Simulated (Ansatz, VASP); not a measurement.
## Ge: VASP beside Ansatz

POSCAR

```
Ge
1.0
    0.0000000000      2.8289100000      2.8289100000
    2.8289100000      0.0000000000      2.8289100000
    2.8289100000      2.8289100000      0.0000000000
Ge
2
Direct
    0.0000000000      0.0000000000      0.0000000000
    0.2500000000      0.2500000000      0.2500000000
```

The input INCAR.step1:

```
SYSTEM = Ge
ALGO = Normal
EDIFF = 1E-5
ENCUT = 550
GGA = PE
GGA_COMPAT = .False.
ISMEAR = 0
LASPH = .True.
LCHARG = .False.
LREAL = .False.
LWAVE = .True.
NBANDS = 21
NELM = 120
PREC = Accurate
SIGMA = 0.01
```

File INCAR.step2:

```
SYSTEM = Ge
ALGO = Normal
EDIFF = 1E-6
ENCUT = 550
GGA_COMPAT = .False.
ISIF = 2
ISMEAR = 0
ISTART = 1
LASPH = .True.
LCHARG = .True.
LELF = .True.
LMIXTAU = .True.
LREAL = .False.
LVHAR = .True.
LWAVE = .False.
METAGGA = R2SCAN
NBANDS = 21
NELM = 120
PREC = Accurate
SIGMA = 0.01
```

KPOINTS

```
k-points
0
Gamma
  6 6 6
  0 0 0
```

Input for Ansatz:

```yaml
crystal:
  lattice:
    - [0.0, 2.82891, 2.82891]
    - [2.82891, 0.0, 2.82891]
    - [2.82891, 2.82891, 0.0]
  atoms:
    - { symbol: Ge, position: [0.0, 0.0, 0.0] }
    - { symbol: Ge, position: [0.25, 0.25, 0.25] }
kpoints:
  mp_grid:
    grid: [6, 6, 6]
hamiltonian:
  xc: r2scan
  pseudopotentials:
    kind: paw
scf:
  occupations:
    method: fixed
output:
  stress: true
```

Alike in both runs: task single point; functional r2SCAN; k mesh 6 × 6 × 6; no spin polarisation.

```csv
,VASP,Ansatz
version,VASP 6.6.1,Ansatz 0.2.0
potentials or method,"VASP PAW PBE potentials, release 64 (Ge_d)","plane waves, PAW"
plane-wave cutoff (eV),550,500
occupations,"gaussian, width 0.01 eV",fixed
valence electrons in the cell,28,28
```

|  | VASP | Ansatz | Ansatz less VASP |
| --- | --- | --- | --- |
| pressure (GPa) | 0.7 | 0.5 | -0.12 |

VASP's potentials were made for PBE, not for r2SCAN.
